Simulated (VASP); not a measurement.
A run of VASP 6.6.1 is set up as follows.

File INCAR:

```
PREC = Accurate
ENCUT = 520
EDIFF = 1E-6
ISMEAR = 0
SIGMA = 0.15
LREAL = Auto
LASPH = T
NELM = 60
ALGO = Normal
ISIF = 2
LWAVE = F
LCHARG = F
GGA = PE
NBANDS = 64
```

The input KPOINTS:

```
regular mesh
0
Gamma
  2 2 1
```

POSCAR

```
Li27HN
1.0
   10.4700000000      0.0000000000      0.0000000000
    0.0000000000     10.4700000000      0.0000000000
    0.0000000000      0.0000000000     16.4900000000
Li N H
27 1 1
Direct
    0.0000000000      0.0000000000      0.0606428138
    0.3333333333      0.0000000000      0.0606428138
    0.6666666667      0.0000000000      0.0606428138
    0.0000000000      0.3333333333      0.0606428138
    0.3333333333      0.3333333333      0.0606428138
    0.6666666667      0.3333333333      0.0606428138
    0.0000000000      0.6666666667      0.0606428138
    0.3333333333      0.6666666667      0.0606428138
    0.6666666667      0.6666666667      0.0606428138
    0.1676079274      0.1566337154      0.1611766525
    0.4898359121      0.1667443171      0.1643350515
    0.8382265521      0.1689353391      0.1653901759
    0.1471894938      0.4973002865      0.1679338387
    0.4957212989      0.5024390640      0.1648967859
    0.8448061127      0.4995065903      0.1756095209
    0.1681461318      0.8447232092      0.1617104306
    0.4843793696      0.8286355301      0.1672453608
    0.8335117479      0.8362195798      0.1649958156
    0.0011063992      0.0032369628      0.2685077016
    0.3282266476      0.0025348615      0.2716265616
    0.6635509074      0.0016081184      0.2637449363
    0.0230261700      0.3443174785      0.2681502729
    0.2958454632      0.3551351480      0.2687249848
    0.6546924546      0.3297522445      0.2634601577
    0.0108250239      0.6635717287      0.2642006064
    0.2693287488      0.6298761223      0.2750664039
    0.6548957975      0.6700224451      0.2659892662
    1.1202155683      0.5063566380      0.2784679806
    1.0858172875      0.5055765043      0.3374236507
```

Potentials or basis: VASP PAW PBE potentials, release 64 (Li_sv, N, H).

Launch:

```sh
$ cat potpaw_PBE.64/Li_sv/POTCAR potpaw_PBE.64/N/POTCAR potpaw_PBE.64/H/POTCAR > POTCAR
$ mpirun -np 1 vasp_std > vasp.out
```

Estimate the largest force.

0.351 eV/Å.

Estimate the band gap on the k mesh.

zero (an odd number of electrons rules out a gap without spin polarisation).

Forces in eV/Å, atoms in the order of the input:
```
Li  -0.068 -0.007 -0.057
Li   0.054 -0.006 -0.117
Li  -0.044  0.006  0.096
Li  -0.027 -0.080 -0.078
Li  -0.018  0.011  0.032
Li   0.022  0.008  0.090
Li  -0.030  0.084 -0.066
Li  -0.047 -0.023  0.016
Li   0.028 -0.001  0.098
Li  -0.013  0.007 -0.003
Li  -0.038  0.044  0.027
Li   0.004  0.024  0.008
Li   0.011  0.027 -0.071
Li   0.012 -0.006 -0.001
Li  -0.203 -0.014 -0.185
Li  -0.012 -0.011  0.003
Li  -0.008 -0.013  0.009
Li   0.026 -0.041  0.011
Li  -0.008 -0.011  0.001
Li  -0.006  0.012 -0.001
Li   0.006 -0.004 -0.031
Li  -0.056  0.061 -0.025
Li  -0.234  0.184  0.040
Li   0.000  0.008  0.018
Li   0.033 -0.149 -0.013
Li   0.014 -0.013  0.017
Li   0.019 -0.004  0.008
N    0.333 -0.055  0.096
H    0.251 -0.037  0.076
```
